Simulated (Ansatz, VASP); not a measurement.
## Two plane-wave programs on ScAlN2

The input POSCAR:

```
ScAlN2
1.0
    3.0446085499      0.0000000000      0.0000000000
    0.0000000000      3.0446085499      0.0000000000
    0.0000000000      0.0000000000      4.3189807773
Sc N Al
1 2 1
Direct
    0.0000000000      0.0000000000      0.0000000000
    0.0000000000      0.0000000000      0.5000000000
    0.5000000000      0.5000000000      0.0000000000
    0.5000000000      0.5000000000      0.5000000000
```

INCAR.step1

```
ALGO     = Normal         # electronic algorithm
EDIFF    = 1E-5           # SCF threshold, eV
ENCUT    = 520            # plane-wave cutoff, eV
GGA      = PE             # functional
GGA_COMPAT= F            
ISIF     = 2              # what is computed and relaxed
ISMEAR   = 0              # smearing method
LASPH    = T              # aspherical terms in the spheres
LREAL    = F              # projectors in reciprocal space
LWAVE    = T              # write WAVECAR
NBANDS   = 20             # bands
NELM     = 120            # most SCF steps
PREC     = Accurate       # precision mode
SIGMA    = 0.01           # smearing width, eV
```

File INCAR.step2:

```
ALGO     = Normal         # electronic algorithm
EDIFF    = 1E-6           # SCF threshold, eV
ENCUT    = 520            # plane-wave cutoff, eV
GGA      = PE             # functional
GGA_COMPAT= F            
HFSCREEN = 0.2079         # screening, 1/A
ISIF     = 2              # what is computed and relaxed
ISMEAR   = 0              # smearing method
ISTART   = 1            
LASPH    = T              # aspherical terms in the spheres
LCHARG   = T              # write CHGCAR
LELF     = T              # ELF
LHFCALC  = T              # exact exchange
LREAL    = F              # projectors in reciprocal space
LVHAR    = T            
LWAVE    = F              # write WAVECAR
NBANDS   = 20             # bands
NELM     = 120            # most SCF steps
PREC     = Accurate       # precision mode
PRECFOCK = Normal       
SIGMA    = 0.01           # smearing width, eV
```

Contents of KPOINTS:

```
k-points
0
Gamma
  4 4 4
```

Input for Ansatz:

```yaml
crystal:
  lattice:
    - [3.0446085499, 0.0, 0.0]
    - [0.0, 3.0446085499, 0.0]
    - [0.0, 0.0, 4.3189807773]
  atoms:
    - { symbol: Sc, position: [0.0, 0.0, 0.0] }
    - { symbol: "N", position: [0.0, 0.0, 0.5] }
    - { symbol: Al, position: [0.5, 0.5, 0.5] }
    - { symbol: "N", position: [0.5, 0.5, 0.0] }
kpoints:
  mp_grid: { grid: [4, 4, 4] }
  band_path:
    path:
      - [0.0, 0.0, 0.0]
      - [0.0, 0.5, 0.0]
      - [0.5, 0.5, 0.0]
      - [0.0, 0.0, 0.5]
      - [0.0, 0.5, 0.5]
      - [0.5, 0.5, 0.5]
    npoints: 1
hamiltonian:
  xc: hse06
scf:
  occupations: { method: fixed }
  n_extra_bands: 5
output:
  forces: true
  stress: true
  eigenvalues: true
```

Alike in both runs: task single point; functional HSE06; k mesh 4 × 4 × 4; no spin polarisation.

|  | VASP | Ansatz |
| --- | --- | --- |
| version | VASP 6.6.1 | Ansatz 0.2.0 |
| potentials or method | VASP PAW PBE potentials, release 64 (Sc_sv, N, Al) | plane waves, PAW |
| plane-wave cutoff (eV) | 520 | 420 |
| occupations | gaussian, width 0.01 eV | fixed |
| valence electrons in the cell | 24 | 24 |

|  | VASP | Ansatz | Ansatz less VASP |
| --- | --- | --- | --- |
| gap on the k mesh at the Fermi level (eV) | 1.83 | 1.85 | +0.026 |
| pressure (GPa) | -0.3 | -1.4 | -1.11 |

Ansatz's warnings: stress exchange threshold loose, stress scf threshold loose.

The k mesh is coarse, so the values compare programs but aren't converged.
